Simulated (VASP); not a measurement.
# Ca (Fd-3m) in VASP: single point with PBEsol

Aim: the single point of Ca with PBEsol.

Program: VASP 6.6.1. These are calculated values, not measurements. Logs are shortened: lines on timing, memory, paths and dates and some standing lists are left out, and cuts for length are marked.

**1. The cell of the first run**

Symmetry: Fd-3m, No. 227, cubic system. Conventional cell: a = 8.417 Å, b = 8.417 Å, c = 8.417 Å, α = 90.00°, β = 90.00°, γ = 90.00°. Within 4.8 Å of Ca (site symmetry -43m) lie 4 Ca at 3.64 Å.

This isn't the form of Ca at room conditions, which is fcc.

**2. Single point, PBEsol**

The input, INCAR:

```
  ALGO = Normal
  EDIFF = 1E-6
  ENCUT = 520
  GGA = PS
  ISIF = 2
  ISMEAR = -1
  LASPH = T
  LCHARG = F
  LREAL = F
  LWAVE = F
  NBANDS = 17
  NELM = 100
  PREC = Accurate
  SIGMA = 0.13605693000000002
```

The input, KPOINTS:

```
k-points
0
Gamma
  8 8 8
```

The input, POSCAR:

```
Ca
1.0
    0.0000000000      4.2086932564      4.2086932564
    4.2086932564      0.0000000000      4.2086932564
    4.2086932564      4.2086932564      0.0000000000
Ca
2
Direct
    0.0000000000      0.0000000000      0.0000000000
    0.2500000000      0.2500000000      0.2500000000
```

Potentials or basis: VASP PAW PBE potentials, release 64 (Ca_sv).

Launch:

```sh
cat potpaw_PBE.64/Ca_sv/POTCAR > POTCAR
mpirun -np 1 vasp_std > vasp.out
```

OUTCAR:

```text
EDIFF = 1E-6
   ENCUT = 520
   GGA = PS
   ISIF = 2
   ISMEAR = -1
   LASPH = T
   LREAL = F
   NELM = 100
   PREC = Accurate

 ion  position               nearest neighbor table
   1  0.000  0.000  0.000-
   2  0.250  0.250  0.250-

  LATTYP: Found a face centered cubic cell.
 ALAT       =     8.4173865128

  Lattice vectors:

 A1 = (   0.0000000000,   4.2086932564,   4.2086932564)
 A2 = (   4.2086932564,   0.0000000000,   4.2086932564)
 A3 = (   4.2086932564,   4.2086932564,   0.0000000000)

Analysis of symmetry for initial positions (statically):
=====================================================================
 Subroutine PRICEL returns:
 Original cell was already a primitive cell.

 Routine SETGRP: Setting up the symmetry group for a
 face centered cubic supercell.

 Subroutine GETGRP returns: Found 48 space group operations
 (whereof 24 operations were pure point group operations)
 out of a pool of 48 trial point group operations.

The static configuration has the point symmetry T_d .
 The point group associated with its full space group is O_h .

Analysis of symmetry for dynamics (positions and initial velocities):
=====================================================================
 Subroutine PRICEL returns:
 Original cell was already a primitive cell.

 Routine SETGRP: Setting up the symmetry group for a
 face centered cubic supercell.

 Subroutine GETGRP returns: Found 48 space group operations
 (whereof 24 operations were pure point group operations)
 out of a pool of 48 trial point group operations.

The dynamic configuration has the point symmetry T_d .
 The point group associated with its full space group is O_h .

 Subroutine INISYM returns: Found 48 space group operations
 (whereof 24 operations are pure point group operations),
 and found     1 'primitive' translations

----------------------------------------------------------------------------------------

                                     Primitive cell

  volume of cell :     149.0980

  direct lattice vectors                    reciprocal lattice vectors
     0.000000000  4.208693256  4.208693256    -0.118801721  0.118801721  0.118801721
     4.208693256  0.000000000  4.208693256     0.118801721 -0.118801721  0.118801721
[... 81 lines left out ...]
   LSORBIT =      F    spin-orbit coupling
   LASPH  =      T    aspherical Exc in radial PAW
   ENCUT  =  520.0 eV  38.22 Ry    6.18 a.u.  11.07 11.07 11.07*2*pi/ulx,y,z
   NELM   =    100;   NELMIN=  2; NELMDL= -5     # of ELM steps
   EDIFF  = 0.1E-05   stopping-criterion for ELM
   LREAL  =      F    real-space projection
   EDIFFG = 0.1E-04   stopping-criterion for IOM
   NSW    =      0    number of steps for IOM
   IBRION =     -1    ionic relax: 0-MD 1-quasi-New 2-CG
   NFREE  =      0    steps in history (QN), initial steepest desc. (CG)
   ISIF   =      2    stress and relaxation
   ISYM   =      2    0-nonsym 1-usesym 2-fastsym
   POTIM  = 0.5000    time-step for ionic-motion
   TEBEG  =    0.0;   TEEND  =   0.0 temperature during run
   PSTRESS=    0.0 pullay stress
   NELECT =      20.0000    total number of electrons
   NUPDOWN=      -1.0000    fix difference up-down
   EMIN   =  10.00;   EMAX   =-10.00  energy-range for DOS
   EFERMI =   0.00;   METHOD = LEGACY
   ISMEAR =    -1;   SIGMA  =   0.14  broadening in eV -4-tet -1-fermi 0-gaus
   EFERMI_NEDOS =   21; number of points for ismear=-14 and -15
   IALGO  =     38    algorithm
   IMIX   =      4    mixing-type and parameters
     AMIX     =   0.40;   BMIX     =  1.00
     AMIX_MAG =   1.60;   BMIX_MAG =  1.00
  volume/ion in A,a.u.               =      74.55       503.08
  Fermi-wavevector in a.u.,A,eV,Ry     =   0.838033  1.583652  9.555352  0.702299
  Thomas-Fermi vector in A             =   1.952020
   LORBIT       =      0    0 simple, 1 ext, 2 COOP (PROOUT), +10 PAW based schemes
   GGA     = PS    functional components
   LHFCALC =     F    Hartree Fock is set to
   AEXX    =    0.0000 exact exchange contribution
   IVDW    =     0    specifies the selected vdW correction
   LEPSILON=     F    determine dielectric tensor
   LRPA    =     F    only Hartree local field effects (RPA)
 non-spin polarized calculation
  energy-cutoff  :      520.00
  volume of cell :      149.10
 maximum number of plane-waves:      4044
 NGX is ok and might be reduce to    48
   NGX = 23   NGY = 23   NGZ = 23

 number of electron      20.0000001 magnetization

 Free energy of the ion-electron system (eV)
  ---------------------------------------------------
  ext. energy  EPLUGINS =         0.00000000
  ---------------------------------------------------
  free energy    TOTEN  =        -2.15422339 eV

  energy without entropy =       -1.94789252  energy(sigma->0) =       -2.05105795

 E-fermi :  -0.0226     XC(G=0):  -6.0579

 val. band max:       -0.0575732227   @ k =  -0.3750   0.3750   0.1250
 cond. band min:       0.0139708660   @ k =   0.3750   0.2500   0.0000
 fundamental gap:      0.0715440888
 Fermi energy:        -0.0225690553

 k-point     1 :       0.0000    0.0000    0.0000
  band No.  band energies     occupation
      1     -42.8946      2.00000
      2     -42.8723      2.00000
      3     -23.9633      2.00000
      4     -23.9633      2.00000
      5     -23.9633      2.00000
      6     -23.8880      2.00000
[... 457 lines left out ...]
      4     -23.9730      2.00000
      5     -23.9459      2.00000
      6     -23.9063      2.00000
[... 9 lines left out ...]
     16       1.6956      0.00001
     17       1.9131      0.00000

 [... further k-points ...]

------------------------ aborting loop because EDIFF is reached ----------------------------------------

  FORCE on cell =-STRESS in cart. coord.  units (eV):
  Direction    XX          YY          ZZ          XY          YZ          ZX
  --------------------------------------------------------------------------------------
  -------------------------------------------------------------------------------------
  Total       -0.0140688     -0.0140688     -0.0140688     -0.0000000     -0.0000000      0.0000000
  in kB       -0.1511807     -0.1511807     -0.1511807     -0.0000000     -0.0000000      0.0000000
  external PRESSURE =      -0.1511807 kB  Pullay stress =       0.0000000 kB

 VOLUME and BASIS-vectors are now :
 -----------------------------------------------------------------------------
  energy-cutoff  :      520.00
  volume of cell :      149.10
      direct lattice vectors                 reciprocal lattice vectors
     0.000000000  4.208693256  4.208693256    -0.118801721  0.118801721  0.118801721
     4.208693256  0.000000000  4.208693256     0.118801721 -0.118801721  0.118801721
     4.208693256  4.208693256  0.000000000     0.118801721  0.118801721 -0.118801721

 POSITION                                       TOTAL-FORCE (eV/Angst)
 -----------------------------------------------------------------------------------
      0.00000      0.00000      0.00000         0.000000      0.000000      0.000000
      2.10435      2.10435      2.10435        -0.000000     -0.000000     -0.000000
 -----------------------------------------------------------------------------------
    total drift:                               -0.000000     -0.000000     -0.000000

  FREE ENERGIE OF THE ION-ELECTRON SYSTEM (eV)
  ---------------------------------------------------
  free  energy   TOTEN  =        -2.1542233916 eV

  energy  without entropy=       -1.9478925161  energy(sigma->0) =       -2.05105795
```

OSZICAR:

```text
N       E                     dE             d eps       ncg     rms          rms(c)
DAV:   1     0.148375005368E+03    0.14838E+03   -0.92638E+03  1050   0.982E+02
DAV:   2     0.547248316621E+01   -0.14290E+03   -0.14132E+03  1179   0.271E+02
DAV:   3    -0.185351579784E+01   -0.73260E+01   -0.72668E+01  1923   0.458E+01
DAV:   4    -0.213594857793E+01   -0.28243E+00   -0.28161E+00  1314   0.877E+00
DAV:   5    -0.214858636134E+01   -0.12638E-01   -0.12627E-01  1630   0.138E+00    0.219E+00
DAV:   6    -0.214845642707E+01    0.12993E-03   -0.20598E-02  1345   0.113E+00    0.134E+00
DAV:   7    -0.215443113874E+01   -0.59747E-02   -0.25669E-02  1276   0.145E+00    0.105E-01
DAV:   8    -0.215411355673E+01    0.31758E-03   -0.22540E-03  1305   0.341E-01    0.296E-02
DAV:   9    -0.215422673517E+01   -0.11318E-03   -0.40016E-04  1908   0.739E-02    0.165E-02
DAV:  10    -0.215422425861E+01    0.24766E-05   -0.46886E-05  1277   0.536E-02    0.433E-03
DAV:  11    -0.215422323227E+01    0.10263E-05   -0.48065E-06  1555   0.130E-02    0.235E-03
DAV:  12    -0.215422339158E+01   -0.15931E-06   -0.58752E-07   884   0.369E-03
   1 F= -.21542234E+01 E0= -.20510580E+01  d E =-.206331E+00
```

Wall time 1.9 min (1 thread of Intel Xeon 8259CL, shared host); peak memory 0.33 GiB.

What came out:

```yaml
Free_energy: -2.1542 eV
Pressure: 0.0 GPa
Band_gap_on_the_k_mesh: zero (bands 10 and 11 overlap by 0.86 eV)
```

Levels at points of the mesh, in eV from the Fermi level:
| k point | band 8 | band 9 | band 10 | band 11 | band 12 | band 13 |
| --- | --- | --- | --- | --- | --- | --- |
| (0.00, 0.00, 0.00) | -23.87 | -3.04 | 0.69 | 0.69 | 0.69 | 0.90 |
| (0.50, 0.00, 0.00) | -23.86 | -1.85 | -0.86 | 0.77 | 0.77 | 0.78 |
| (0.50, 0.50, 0.00) | -23.85 | -1.01 | -1.01 | 0.22 | 0.22 | 0.88 |

Caveat: the PAW data sets were made with another functional, which shifts forces and pressure a little.
